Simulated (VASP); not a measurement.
# ZnSe (ha.eA) (F-43m) in VASP: a series of runs

ZnSe (ha.eA) is run at these levels: PBE; tasks: single point.

Program: VASP 6.6.1. These are calculated values, not measurements. Logs are shortened: lines on timing, memory, paths and dates and some standing lists are left out, and cuts for length are marked.

## (1) The cell of the first run

It takes space group F-43m (No. 216, cubic). The conventional cell has a = 5.733 Å, b = 5.733 Å, c = 5.733 Å, α = 90.00°, β = 90.00°, γ = 90.00°. Zn (site symmetry -43m) has 4 Se at 2.48 Å within 3.3 Å. Se (site symmetry -43m) has 4 Zn at 2.48 Å within 3.3 Å.

## (2) Single point, PBE

INCAR reads:

```
ALGO     = Normal         # electronic algorithm
EDIFF    = 1E-6           # SCF threshold, eV
ENCUT    = 500            # plane-wave cutoff, eV
GGA      = PE             # functional
GGA_COMPAT= False        
ISIF     = 2              # what is computed and relaxed
ISMEAR   = 0              # smearing method
LASPH    = True           # aspherical terms in the spheres
LCHARG   = False          # write CHGCAR
LREAL    = False          # projectors in reciprocal space
LWAVE    = False          # write WAVECAR
NBANDS   = 26             # bands
NELM     = 120            # most SCF steps
PREC     = Accurate       # precision mode
SIGMA    = 0.02           # smearing width, eV
```

KPOINTS reads:

```
k-points
0
Gamma
  8 6 8
```

POSCAR reads:

```
ZnSe
1.0
    4.0538030775      0.0000000000      0.0000000000
    0.0000000000      5.7329433110      0.0000000000
    0.0000000000      0.0000000000      4.0538030775
Zn Se
2 2
Direct
    0.0000000000      0.0000000000      0.0000000000
    0.5000000000      0.5000000000      0.5000000000
    0.5000000000      0.2500000000      0.0000000000
    0.0000000000      0.7500000000      0.5000000000
```

Potentials or basis: VASP PAW PBE potentials, release 64 (Zn, Se).

Command:

```sh
$ cat potpaw_PBE.64/Zn/POTCAR potpaw_PBE.64/Se/POTCAR > POTCAR
$ mpirun -np 1 vasp_std > vasp.out
```

OUTCAR:

```text
EDIFF = 1E-6
   ENCUT = 500
   GGA = PE
   ISIF = 2
   ISMEAR = 0
   LASPH = True
   LREAL = False
   NELM = 120
   PREC = Accurate

 ion  position               nearest neighbor table
   1  0.000  0.000  0.000-   3 2.48   4 2.48   4 2.48   3 2.48
   2  0.500  0.500  0.500-   3 2.48   4 2.48   3 2.48   4 2.48
   3  0.500  0.250  0.000-   1 2.48   2 2.48   2 2.48   1 2.48
   4  0.000  0.750  0.500-   1 2.48   2 2.48   1 2.48   2 2.48

  LATTYP: Found a simple tetragonal cell.
 ALAT       =     4.0538030775
 C/A-ratio  =     1.4142135672

  Lattice vectors:

 A1 = (  -4.0538030775,   0.0000000000,   0.0000000000)
 A2 = (   0.0000000000,   0.0000000000,   4.0538030775)
 A3 = (   0.0000000000,   5.7329433110,   0.0000000000)

Analysis of symmetry for initial positions (statically):
=====================================================================
 Subroutine PRICEL returns following result:

  LATTYP: Found a face centered cubic cell.
 ALAT       =     5.7329433012

  Lattice vectors:

 A1 = (  -2.0269015388,   2.8664716555,   2.0269015388)
 A2 = (  -0.0000000000,   0.0000000000,   4.0538030775)
 A3 = (   2.0269015387,   2.8664716555,   2.0269015387)

   2 primitive cells build up your supercell.

 Routine SETGRP: Setting up the symmetry group for a
 simple tetragonal supercell.

 Subroutine GETGRP returns: Found  8 space group operations
 (whereof  8 operations were pure point group operations)
 out of a pool of 16 trial point group operations.

The static configuration has the point symmetry D_2d.

Analysis of symmetry for dynamics (positions and initial velocities):
=====================================================================
 Subroutine PRICEL returns following result:

  LATTYP: Found a face centered cubic cell.
 ALAT       =     5.7329433012

  Lattice vectors:

 A1 = (  -2.0269015388,   2.8664716555,   2.0269015388)
 A2 = (  -0.0000000000,   0.0000000000,   4.0538030775)
 A3 = (   2.0269015387,   2.8664716555,   2.0269015387)

   2 primitive cells build up your supercell.

 Routine SETGRP: Setting up the symmetry group for a
 simple tetragonal supercell.

 Subroutine GETGRP returns: Found  8 space group operations
 (whereof  8 operations were pure point group operations)
 out of a pool of 16 trial point group operations.
[... 91 lines left out ...]
 SYSTEM =  unknown system
   PREC   = accura    normal or accurate (medium, high low for compatibility)
   ISTART =      0    job   : 0-new  1-cont  2-samecut
   ICHARG =      2    charge: 1-file 2-atom 10-const
   ISPIN  =      1    spin polarized calculation?
   LNONCOLLINEAR =      F non collinear calculations
   LSORBIT =      F    spin-orbit coupling
   LASPH  =      T    aspherical Exc in radial PAW
   ENCUT  =  500.0 eV  36.75 Ry    6.06 a.u.   7.39 10.45  7.39*2*pi/ulx,y,z
   NELM   =    120;   NELMIN=  2; NELMDL= -5     # of ELM steps
   EDIFF  = 0.1E-05   stopping-criterion for ELM
   LREAL  =      F    real-space projection
   EDIFFG = 0.1E-04   stopping-criterion for IOM
   NSW    =      0    number of steps for IOM
   IBRION =     -1    ionic relax: 0-MD 1-quasi-New 2-CG
   NFREE  =      0    steps in history (QN), initial steepest desc. (CG)
   ISIF   =      2    stress and relaxation
   ISYM   =      2    0-nonsym 1-usesym 2-fastsym
   POTIM  = 0.5000    time-step for ionic-motion
   TEBEG  =    0.0;   TEEND  =   0.0 temperature during run
   PSTRESS=    0.0 pullay stress
   NELECT =      36.0000    total number of electrons
   NUPDOWN=      -1.0000    fix difference up-down
   EMIN   =  10.00;   EMAX   =-10.00  energy-range for DOS
   EFERMI =   0.00;   METHOD = LEGACY
   ISMEAR =     0;   SIGMA  =   0.02  broadening in eV -4-tet -1-fermi 0-gaus
   EFERMI_NEDOS =   21; number of points for ismear=-14 and -15
   IALGO  =     38    algorithm
   IMIX   =      4    mixing-type and parameters
     AMIX     =   0.40;   BMIX     =  1.00
     AMIX_MAG =   1.60;   BMIX_MAG =  1.00
  volume/ion in A,a.u.               =      23.55       158.94
  Fermi-wavevector in a.u.,A,eV,Ry     =   1.187977  2.244951 19.201756  1.411289
  Thomas-Fermi vector in A             =   2.324117
   LORBIT       =      0    0 simple, 1 ext, 2 COOP (PROOUT), +10 PAW based schemes
   GGA     = PE    functional components
   LHFCALC =     F    Hartree Fock is set to
   AEXX    =    0.0000 exact exchange contribution
   IVDW    =     0    specifies the selected vdW correction
   LEPSILON=     F    determine dielectric tensor
   LRPA    =     F    only Hartree local field effects (RPA)
 non-spin polarized calculation
 Gauss-broadening in eV      SIGMA  =   0.02
  energy-cutoff  :      500.00
  volume of cell :       94.21
 maximum number of plane-waves:      2432
 NGX is ok and might be reduce to    30
   NGX = 15   NGY = 21   NGZ = 15

 number of electron      36.0000012 magnetization

 Free energy of the ion-electron system (eV)
  ---------------------------------------------------
  ext. energy  EPLUGINS =         0.00000000
  ---------------------------------------------------
  free energy    TOTEN  =       -12.06563615 eV

  energy without entropy =      -12.06563615  energy(sigma->0) =      -12.06563615

 E-fermi :   1.4655     XC(G=0):  -9.1656

 val. band max:        1.3240086147   @ k =   0.0000   0.0000   0.0000
 cond. band min:       2.4774598272   @ k =   0.0000   0.0000   0.0000
 fundamental gap:      1.1534512125
 Fermi energy:         1.4654994779

 k-point     1 :       0.0000    0.0000    0.0000
  band No.  band energies     occupation
      1     -11.7206      2.00000
      2     -10.7413      2.00000
      3      -5.1024      2.00000
      4      -5.1024      2.00000
      5      -5.1024      2.00000
      6      -5.0536      2.00000
[... 685 lines left out ...]
     25       9.8517      0.00000
     26       9.8517      0.00000

 [... further k-points ...]
[... 5 lines left out ...]
  --------------------------------------------------------------------------------------
  -------------------------------------------------------------------------------------
  Total        0.1091435      0.1044619      0.1091435      0.0000000      0.0000000      0.0000000
  in kB        1.8561175      1.7765017      1.8561175      0.0000000      0.0000000      0.0000000
  external PRESSURE =       1.8295789 kB  Pullay stress =       0.0000000 kB

 VOLUME and BASIS-vectors are now :
 -----------------------------------------------------------------------------
  energy-cutoff  :      500.00
  volume of cell :       94.21
      direct lattice vectors                 reciprocal lattice vectors
     4.053803077  0.000000000  0.000000000     0.246681938  0.000000000  0.000000000
     0.000000000  5.732943311  0.000000000     0.000000000  0.174430471  0.000000000
     0.000000000  0.000000000  4.053803077     0.000000000  0.000000000  0.246681938

 POSITION                                       TOTAL-FORCE (eV/Angst)
 -----------------------------------------------------------------------------------
      0.00000      0.00000      0.00000         0.000000     -0.000000     -0.000000
      2.02690      2.86647      2.02690         0.000000     -0.000000      0.000000
      2.02690      1.43324      0.00000        -0.000000      0.000000     -0.000000
      0.00000      4.29971      2.02690        -0.000000      0.000000      0.000000
 -----------------------------------------------------------------------------------
    total drift:                                0.000000      0.000000      0.000000

  FREE ENERGIE OF THE ION-ELECTRON SYSTEM (eV)
  ---------------------------------------------------
  free  energy   TOTEN  =       -12.0656361463 eV

  energy  without entropy=      -12.0656361463  energy(sigma->0) =      -12.06563615
```

Run time: 3.3 min. Hardware: 1 thread of AMD EPYC 7R13, shared host; peak memory 0.23 GiB.

What came out:

| Quantity | Value |
| --- | --- |
| Free energy | -12.0656 eV |
| Pressure | 0.2 GPa |
| Band gap on the k mesh | 1.15 eV |

## (3) Single point, PBE

INCAR reads:

```
SYSTEM = ZnSe
  PREC = Accurate
  ENCUT = 500
  EDIFF = 1E-6
  ISMEAR = 0
  SIGMA = 0.02
  LREAL = .False.
  LASPH = .True.
  NELM = 120
  ALGO = Normal
  ISIF = 2
  LWAVE = .False.
  LCHARG = .True.
  GGA = PE
  LELF = .True.
  LVHAR = .True.
  NBANDS = 26
  GGA_COMPAT = .False.
```

KPOINTS reads:

```
regular mesh
0
Gamma
  8 6 8
  0 0 0
```

POSCAR reads:

```
ZnSe
1.0
    4.0538030775      0.0000000000      0.0000000000
    0.0000000000      5.7329433110      0.0000000000
    0.0000000000      0.0000000000      4.0538030775
Zn Se
2 2
Direct
    0.0000000000      0.0000000000      0.0000000000
    0.5000000000      0.5000000000      0.5000058000
    0.5000000000      0.2500000000      0.0000000000
    0.0000000000      0.7500000000      0.5000058000
```

Potentials or basis: VASP PAW PBE potentials, release 64 (Zn, Se).

Command:

```sh
$ cat potpaw_PBE.64/Zn/POTCAR potpaw_PBE.64/Se/POTCAR > POTCAR
$ mpirun -np 1 vasp_std > vasp.out
```

Run time: 3.7 min. Hardware: 1 thread of AMD EPYC 7R13, shared host; peak memory 0.23 GiB.

It converged, with:

- Free energy: -12.0656 eV
- Pressure: 0.2 GPa
- Band gap on the k mesh: 1.15 eV

Levels at points of the mesh, in eV from the valence-band top:
| k point | band 16 | band 17 | band 18 | band 19 | band 20 | band 21 |
| --- | --- | --- | --- | --- | --- | --- |
| (0.00, 0.00, 0.00) | 0.00 | 0.00 | 0.00 | 1.15 | 3.06 | 3.46 |
| (0.50, 0.00, 0.00) | -2.41 | -0.86 | -0.86 | 4.05 | 4.05 | 6.34 |
| (0.00, 0.50, 0.00) | -1.18 | -1.18 | -1.18 | 3.84 | 3.84 | 4.04 |
| (0.50, 0.50, 0.00) | -0.82 | -0.82 | -0.82 | 2.48 | 2.48 | 6.39 |
| (0.50, 0.00, 0.50) | -2.06 | -2.06 | -2.06 | 3.06 | 3.06 | 3.46 |
| (0.50, 0.50, 0.50) | -2.63 | -2.51 | -2.51 | 5.39 | 5.39 | 5.48 |
